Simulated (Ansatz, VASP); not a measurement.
# Two plane-wave programs on CdGa2O3

```
Cd Ga O
1.0
     2.98325    1.72238    2.75355
    -2.98325    1.72238    2.75355
     0.00000   -3.44476    2.75355
Cd Ga O
1 2 3
Cartesian
  0.0000 0.0000 0.0000
  0.0000 0.0000 5.6198
  0.0000 0.0000 2.6409
  -1.4916 0.8612 1.3768
  1.4916 0.8612 1.3768
  0.0000 -1.7224 1.3768
```

Change from the starting cell: species swapped into the Sc2AlCo3 type (R-3m, No. 166).

Alike in both runs: functional PBE; k mesh 6 × 6 × 6; occupations gaussian, width 0.1 eV; collinear spin.

Ansatz relaxed the structure, and its values are those at the end. VASP's run is a single point on that final structure, the one shown.

```csv
,VASP,Ansatz
version,VASP 6.6.1,Ansatz 0.2.0
potentials or method,"VASP PAW PBE potentials, release 64 (Cd, Ga_d, O), cutoff 520 eV","scalar-relativistic, plane waves, PAW"
valence electrons in the cell,56,64
```

|  | VASP | Ansatz | Ansatz less VASP |
| --- | --- | --- | --- |
| gap on the k mesh at the Fermi level (eV) | none | none | - |
| pressure (GPa) | 1.2 | 0.1 | -1.07 |
| rms of the force components (eV/Å) | 0.026 | 0.000 | -0.0259 |
| net moment per atom (μB) | 0.00 | 0.00 | 0.000 |

A gap of «none» marks a metal or a gap that the smearing closes. The functional is the same, so the differences come from potentials, cutoffs and numerics. VASP's potentials hold 56 valence electrons a cell and Ansatz's 64, so a difference there can come from the potentials and not from the codes. Ansatz's warnings: seeded moment not kept.
